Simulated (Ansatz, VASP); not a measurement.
**PdPt2: VASP beside Ansatz**

The input INCAR:

```
  PREC = Accurate
  ENCUT = 600
  EDIFF = 1E-6
  ISMEAR = 0
  SIGMA = 0.1
  LREAL = F
  LASPH = T
  NELM = 80
  ALGO = Fast
  ISIF = 3
  LWAVE = F
  LCHARG = F
  GGA = PE
  IBRION = 2
  NSW = 100
  EDIFFG = -0.01
```

KPOINTS

```
regular mesh
0
Gamma
  12 12 16
```

The input POSCAR:

```
PdPt2
1.0
    4.4974890283      0.0000000000      0.0000000000
   -2.2487445142      3.8949397518      0.0000000000
    0.0000000000      0.0000000000      2.7279240851
Pd Pt
1 2
Direct
    0.0000000000      0.0000000000      0.0000000000
    0.3333333333      0.6666666667      0.5000000000
    0.6666666667      0.3333333333      0.5000000000
```

Input for Ansatz:

```yaml
crystal:
  lattice:
    - [4.4974890283, 0.0, 0.0]
    - [-2.2487445142, 3.8949397518, 0.0]
    - [0.0, 0.0, 2.7279240851]
  atoms:
    - { symbol: Pd, position: [0.0, 0.0, 0.0] }
    - { symbol: Pt, position: [0.3333333333, 0.6666666667, 0.5] }
    - { symbol: Pt, position: [0.6666666667, 0.3333333333, 0.5] }
basis:
  ecutwfc: 420
kpoints:
  mp_grid: { grid: [12, 12, 16] }
hamiltonian:
  xc: pbe
scf:
  occupations: { method: gaussian, width: 0.1 }
output:
  forces: true
  stress: true
  eigenvalues: true
relax:
  adjacent_minimum: "off"
  f_tol: 0.01
  max_steps: 80
  cell: { stress_tol: 0.05 }
```

Change from the starting cell: species swapped into the NbAu2 type (P6/mmm, No. 191).

Alike in both runs: task relaxation of cell and atoms; functional PBE; k mesh 12 × 12 × 16; occupations gaussian, width 0.1 eV; no spin polarisation.

|  | VASP | Ansatz |
| --- | --- | --- |
| version | VASP 6.6.1 | Ansatz 0.2.0 |
| potentials or method | VASP PAW PBE potentials, release 64 (Pd, Pt), cutoff 600 eV | scalar-relativistic, plane waves, PAW |
| valence electrons in the cell | 30 | 54 |

|  | VASP | Ansatz | Ansatz less VASP |
| --- | --- | --- | --- |
| gap on the k mesh at the Fermi level, each at its own relaxed structure (eV) | none | none | - |
| relaxed volume (Å³/atom) | 15.89 | 15.93 | +0.034 |
| relaxed cell length with the largest relative difference (Å) | 2.713 | 2.716 | +0.0025 |

A gap of «none» marks a metal or a gap that the smearing closes. VASP's potentials hold 30 valence electrons a cell and Ansatz's 54, so a difference there can come from the potentials and not from the codes.

Spin-orbit coupling is off throughout.
